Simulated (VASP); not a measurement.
# Te2Mo (Cm) in VASP: notebook

Te2Mo is run at these levels: PBE; tasks: single point.

Program: VASP 6.6.1. These are calculated values, not measurements. Logs are shortened: lines on timing, memory, paths and dates and some standing lists are left out, and cuts for length are marked.

## 1. The cell of the first run

The structure is monoclinic, space group Cm (No. 8). Conventional cell: a = 6.161 Å, b = 3.557 Å, c = 15.205 Å, α = 90.00°, β = 90.00°, γ = 90.00°. Within 3.4 Å of Te (site symmetry m) lie 3 Mo at 2.49 to 2.67 Å and 1 Te at 3.32 Å. Te (site symmetry m) has 3 Mo at 2.74 Å and 7 Te at 3.56 to 3.62 Å within 3.7 Å. Te (site symmetry m) has 3 Mo at 2.74 Å and 7 Te at 3.32 to 3.56 Å within 3.6 Å. Within 3.7 Å of Te (site symmetry m) lie 3 Mo at 2.74 Å and 7 Te at 3.56 to 3.62 Å. Mo (site symmetry m) has 6 Te at 2.74 Å and 6 Mo at 3.56 Å within 3.6 Å. Within 3.3 Å of Mo (site symmetry m) lie 6 Te at 2.49 to 2.74 Å.

## 2. Single point, PBE (atom 1 (Te) moved by (-0.150, +0.300) A along y and z)

File INCAR:

```
SYSTEM = Te2Mo
PREC = Accurate
ENCUT = 520
EDIFF = 1E-6
ISMEAR = 0
SIGMA = 0.05
LREAL = .False.
LASPH = .True.
NELM = 80
ALGO = Normal
ISIF = 2
LWAVE = .False.
LCHARG = .True.
GGA = PE
LELF = .True.
LVHAR = .True.
NBANDS = 35
```

File KPOINTS:

```
regular mesh
0
Gamma
  12 12 2
  0 0 0
```

File POSCAR:

```
Te2Mo
1.0
    3.5570664331      0.0000000000      0.0000000000
   -1.7785332165      3.0805098940      0.0000000000
    0.0000000000      0.0000000000     15.2047186580
Te Mo
4 2
Direct
    0.3089867146      0.6179734291      0.6508250721
    0.6666666667      0.3333333333      0.1310943552
    0.3333333333      0.6666666667      0.8689056448
    0.6666666667      0.3333333333      0.3689056448
    0.3333333333      0.6666666667      0.2500000000
    0.6666666667      0.3333333333      0.7500000000
```

Potentials or basis: VASP PAW PBE potentials, release 64 (Te, Mo_sv).

On the command line:

```sh
> cat potpaw_PBE.64/Te/POTCAR potpaw_PBE.64/Mo_sv/POTCAR > POTCAR
> mpirun -np 1 vasp_std > vasp.out
```

OUTCAR:

```text
SYSTEM = Te2Mo
   PREC = Accurate
   ENCUT = 520
   EDIFF = 1E-6
   ISMEAR = 0
   LREAL = .False.
   LASPH = .True.
   NELM = 80
   ISIF = 2
   GGA = PE

 ion  position               nearest neighbor table
   1  0.309  0.618  0.651-   6 2.49   6 2.49   6 2.67   3 3.32
   2  0.667  0.333  0.131-   5 2.74   5 2.74   5 2.74   4 3.62
   3  0.333  0.667  0.869-   6 2.74   6 2.74   6 2.74   1 3.32
   4  0.667  0.333  0.369-   5 2.74   5 2.74   5 2.74   2 3.62
   5  0.333  0.667  0.250-   2 2.74   4 2.74   2 2.74   4 2.74   2 2.74   4 2.74
   6  0.667  0.333  0.750-   1 2.49   1 2.49   1 2.67   3 2.74   3 2.74   3 2.74

  LATTYP: Found a hexagonal cell.
 ALAT       =     3.5570664331
 C/A-ratio  =     4.2745107363

  Lattice vectors:

 A1 = (   3.5570664331,   0.0000000000,   0.0000000000)
 A2 = (  -1.7785332165,   3.0805098940,   0.0000000000)
 A3 = (   0.0000000000,   0.0000000000,  15.2047186580)

Analysis of symmetry for initial positions (statically):
=====================================================================
 Subroutine PRICEL returns:
 Original cell was already a primitive cell.

 Routine SETGRP: Setting up the symmetry group for a
 hexagonal supercell.

 Subroutine GETGRP returns: Found  2 space group operations
 (whereof  2 operations were pure point group operations)
 out of a pool of 24 trial point group operations.

The static configuration has the point symmetry C_1h.

Analysis of symmetry for dynamics (positions and initial velocities):
=====================================================================
 Subroutine PRICEL returns:
 Original cell was already a primitive cell.

 Routine SETGRP: Setting up the symmetry group for a
 hexagonal supercell.

 Subroutine GETGRP returns: Found  2 space group operations
 (whereof  2 operations were pure point group operations)
 out of a pool of 24 trial point group operations.

The dynamic configuration has the point symmetry C_1h.

 Subroutine INISYM returns: Found  2 space group operations
 (whereof  2 operations are pure point group operations),
 and found     1 'primitive' translations

----------------------------------------------------------------------------------------

                                     Primitive cell

  volume of cell :     166.6069

  direct lattice vectors                    reciprocal lattice vectors
     3.557066433  0.000000000  0.000000000     0.281130538  0.162310792  0.000000000
    -1.778533217  3.080509894  0.000000000     0.000000000  0.324621584  0.000000000
     0.000000000  0.000000000 15.204718658     0.000000000  0.000000000  0.065769056

  length of vectors
     3.557066433  3.557066433 15.204718658     0.324621584  0.324621584  0.065769056

  position of ions in fractional coordinates (direct lattice)
     0.308986715  0.617973429  0.650825072
     0.666666667  0.333333333  0.131094355
     0.333333333  0.666666667  0.868905645
     0.666666667  0.333333333  0.368905645
     0.333333333  0.666666667  0.250000000
     0.666666667  0.333333333  0.750000000

  ion indices of the primitive-cell ions
   primitive index   ion index
                 1           1
                 2           2
                 3           3
                 4           4
                 5           5
                 6           6

----------------------------------------------------------------------------------------

 KPOINTS: regular mesh

Automatic generation of k-mesh.
 Grid dimensions read from file:
 generate k-points for:   12   12    2

 Generating k-lattice:

  Cartesian coordinates                     Fractional coordinates (reciprocal lattice)
     0.023427545  0.013525899  0.000000000     0.083333333  0.000000000  0.000000000
     0.000000000  0.027051799  0.000000000     0.000000000  0.083333333  0.000000000
     0.000000000  0.000000000  0.032884528     0.000000000  0.000000000  0.500000000

  Length of vectors
     0.027051799  0.027051799  0.032884528

  Shift w.r.t. Gamma in fractional coordinates (k-lattice)
     0.000000000  0.000000000  0.000000000

 Subroutine IBZKPT returns following result:
 ===========================================

 Found     86 irreducible k-points:

 Following reciprocal coordinates:
            Coordinates               Weight
  0.000000  0.000000  0.000000      1.000000
  0.083333  0.000000  0.000000      4.000000
  0.000000  0.083333  0.000000      2.000000
  0.166667  0.000000  0.000000      4.000000
  0.000000  0.166667  0.000000      2.000000
  0.250000  0.000000  0.000000      4.000000
[... 16 lines left out ...]
 -0.083333  0.416667  0.000000      4.000000
 -0.416667  0.333333  0.000000      4.000000
 [... further k-points ...]
   k-points           NKPTS =     86   k-points in BZ     NKDIM =     86   number of bands    NBANDS=     35
   number of dos      NEDOS =    301   number of ions     NIONS =      6
   total plane-waves  NPLWV =  94080
   dimension x,y,z NGX =    28 NGY =   28 NGZ =  120
   dimension x,y,z NGXF=    56 NGYF=   56 NGZF=  240
   ions per type =               4   2
   NGX,Y,Z   is equivalent  to a cutoff of  13.09, 13.09, 13.12 a.u.
   NGXF,Y,Z  is equivalent  to a cutoff of  26.17, 26.17, 26.24 a.u.
 SYSTEM =  Te2Mo
   PREC   = accura    normal or accurate (medium, high low for compatibility)
   ISTART =      0    job   : 0-new  1-cont  2-samecut
   ICHARG =      2    charge: 1-file 2-atom 10-const
   ISPIN  =      1    spin polarized calculation?
   LNONCOLLINEAR =      F non collinear calculations
   LSORBIT =      F    spin-orbit coupling
   LASPH  =      T    aspherical Exc in radial PAW
   ENCUT  =  520.0 eV  38.22 Ry    6.18 a.u.   6.61  6.61 28.27*2*pi/ulx,y,z
   NELM   =     80;   NELMIN=  2; NELMDL= -5     # of ELM steps
   EDIFF  = 0.1E-05   stopping-criterion for ELM
   LREAL  =      F    real-space projection
   EDIFFG = 0.1E-04   stopping-criterion for IOM
   NSW    =      0    number of steps for IOM
   IBRION =     -1    ionic relax: 0-MD 1-quasi-New 2-CG
   NFREE  =      0    steps in history (QN), initial steepest desc. (CG)
   ISIF   =      2    stress and relaxation
   ISYM   =      2    0-nonsym 1-usesym 2-fastsym
   POTIM  = 0.5000    time-step for ionic-motion
   TEBEG  =    0.0;   TEEND  =   0.0 temperature during run
   PSTRESS=    0.0 pullay stress
   NELECT =      52.0000    total number of electrons
   NUPDOWN=      -1.0000    fix difference up-down
   EMIN   =  10.00;   EMAX   =-10.00  energy-range for DOS
   EFERMI =   0.00;   METHOD = LEGACY
   ISMEAR =     0;   SIGMA  =   0.05  broadening in eV -4-tet -1-fermi 0-gaus
   EFERMI_NEDOS =   21; number of points for ismear=-14 and -15
   IALGO  =     38    algorithm
   IMIX   =      4    mixing-type and parameters
     AMIX     =   0.40;   BMIX     =  1.00
     AMIX_MAG =   1.60;   BMIX_MAG =  1.00
  volume/ion in A,a.u.               =      27.77       187.39
  Fermi-wavevector in a.u.,A,eV,Ry     =   1.110482  2.098507 16.778308  1.233171
  Thomas-Fermi vector in A             =   2.247034
   LORBIT       =      0    0 simple, 1 ext, 2 COOP (PROOUT), +10 PAW based schemes
   GGA     = PE    functional components
   LHFCALC =     F    Hartree Fock is set to
   AEXX    =    0.0000 exact exchange contribution
   IVDW    =     0    specifies the selected vdW correction
   LEPSILON=     F    determine dielectric tensor
   LRPA    =     F    only Hartree local field effects (RPA)
 non-spin polarized calculation
 Gauss-broadening in eV      SIGMA  =   0.05
  energy-cutoff  :      520.00
  volume of cell :      166.61
 maximum number of plane-waves:      4544
   NGX = 13   NGY = 13   NGZ = 57

 number of electron      52.0000002 magnetization

 Free energy of the ion-electron system (eV)
  ---------------------------------------------------
  ext. energy  EPLUGINS =         0.00000000
  ---------------------------------------------------
  free energy    TOTEN  =       -35.27470808 eV

  energy without entropy =      -35.27468835  energy(sigma->0) =      -35.27469821

 E-fermi :   7.0932     XC(G=0):  -9.6976

 val. band max:        6.9931808368   @ k =   0.0000   0.0833   0.0000
 cond. band min:       7.1893892746   @ k =   0.3333   0.3333   0.5000
 fundamental gap:      0.1962084378
 Fermi energy:         7.0931593973

 k-point     1 :       0.0000    0.0000    0.0000
  band No.  band energies     occupation
      1     -54.0438      2.00000
      2     -53.9405      2.00000
      3     -28.2231      2.00000
      4     -28.2050      2.00000
      5     -28.1466      2.00000
      6     -28.0852      2.00000
[... 27 lines left out ...]
     34      10.6350      0.00000
     35      11.9791      0.00000

 k-point     2 :       0.0833    0.0000    0.0000
  band No.  band energies     occupation
      1     -54.0431      2.00000
      2     -53.9399      2.00000
      3     -28.2223      2.00000
      4     -28.2118      2.00000
      5     -28.1497      2.00000
      6     -28.0835      2.00000
[... 27 lines left out ...]
     34      10.4228      0.00000
     35      12.3312      0.00000

 k-point     3 :       0.0000    0.0833    0.0000
  band No.  band energies     occupation
      1     -54.0432      2.00000
      2     -53.9399      2.00000
      3     -28.2220      2.00000
      4     -28.2070      2.00000
      5     -28.1544      2.00000
      6     -28.0835      2.00000
[... 27 lines left out ...]
     34      10.5978      0.00000
     35      12.3360      0.00000
[... 723 lines left out ...]
 k-point    23 :      -0.0833    0.4167    0.0000
  band No.  band energies     occupation
      1     -54.0354      2.00000
      2     -53.9333      2.00000
      3     -28.2690      2.00000
      4     -28.2339      2.00000
      5     -28.1849      2.00000
      6     -28.0791      2.00000
[... 27 lines left out ...]
     34      10.6776      0.00000
     35      11.5797      0.00000

 k-point    24 :      -0.4167    0.3333    0.0000
  band No.  band energies     occupation
      1     -54.0348      2.00000
      2     -53.9333      2.00000
      3     -28.3191      2.00000
      4     -28.2037      2.00000
      5     -28.1703      2.00000
      6     -28.0793      2.00000
[... 27 lines left out ...]
     34      10.7356      0.00000
     35      11.6282      0.00000

 [... further k-points ...]

------------------------ aborting loop because EDIFF is reached ----------------------------------------

  FORCE on cell =-STRESS in cart. coord.  units (eV):
  Direction    XX          YY          ZZ          XY          YZ          ZX
  --------------------------------------------------------------------------------------
  -------------------------------------------------------------------------------------
  Total        5.9267364      2.5551427      8.9896436      0.0000000     -2.3351811     -0.0000000
  in kB       56.9945358     24.5715623     86.4490216      0.0000000    -22.4562986     -0.0000000
  external PRESSURE =      56.0050399 kB  Pullay stress =       0.0000000 kB

 VOLUME and BASIS-vectors are now :
 -----------------------------------------------------------------------------
  energy-cutoff  :      520.00
  volume of cell :      166.61
      direct lattice vectors                 reciprocal lattice vectors
     3.557066433  0.000000000  0.000000000     0.281130538  0.162310792  0.000000000
    -1.778533217  3.080509894  0.000000000     0.000000000  0.324621584  0.000000000
     0.000000000  0.000000000 15.204718658     0.000000000  0.000000000  0.065769056

 POSITION                                       TOTAL-FORCE (eV/Angst)
 -----------------------------------------------------------------------------------
      0.00000      1.90367      9.89561         0.000000      1.634189     -5.190145
      1.77853      1.02684      1.99325         0.000000      0.000092      0.002212
     -0.00000      2.05367     13.21147         0.000000      0.063027      0.635805
      1.77853      1.02684      5.60911        -0.000000     -0.001463      0.031442
     -0.00000      2.05367      3.80118        -0.000000     -0.000322     -0.028228
      1.77853      1.02684     11.40354        -0.000000     -1.695523      4.548914
 -----------------------------------------------------------------------------------
    total drift:                               -0.000000     -0.000009     -0.000092

  FREE ENERGIE OF THE ION-ELECTRON SYSTEM (eV)
  ---------------------------------------------------
  free  energy   TOTEN  =       -35.2747080767 eV

  energy  without entropy=      -35.2746883497  energy(sigma->0) =      -35.27469821
```

Wall time 5.6 min (1 thread of Intel Xeon 6975P-C (Granite Rapids), shared host); peak memory 0.58 GiB.

What came out:

```yaml
Free_energy: -35.2747 eV
Pressure: 5.6 GPa
Largest_force: 5.441 eV/Å
Band_gap_on_the_k_mesh: 0.20 eV (least direct gap 0.44 eV)
```

Forces in eV/Å, atoms in the order of the input:
```
Te   0.000  1.634 -5.190
Te   0.000  0.000  0.002
Te   0.000  0.063  0.636
Te   0.000 -0.001  0.031
Mo   0.000  0.000 -0.028
Mo   0.000 -1.696  4.549
```

Stress tensor (GPa, compression positive):
```
 5.70  0.00  0.00
 0.00  2.46 -2.25
 0.00 -2.25  8.64
```

Caveat: the cell differs from its parent crystal (atom 1 (Te) moved by (-0.150, +0.300) A along y and z); the cell stands under pressure; spin-orbit coupling is left out, which moves the levels of the heavy elements; this functional lacks dispersion, which binds the layers, so the pressure and a relaxed spacing across them are unreliable; forces of over 1 eV/Å act on the atoms, so gaps and moduli don't describe the material at rest.

[end of part 1 of 2]
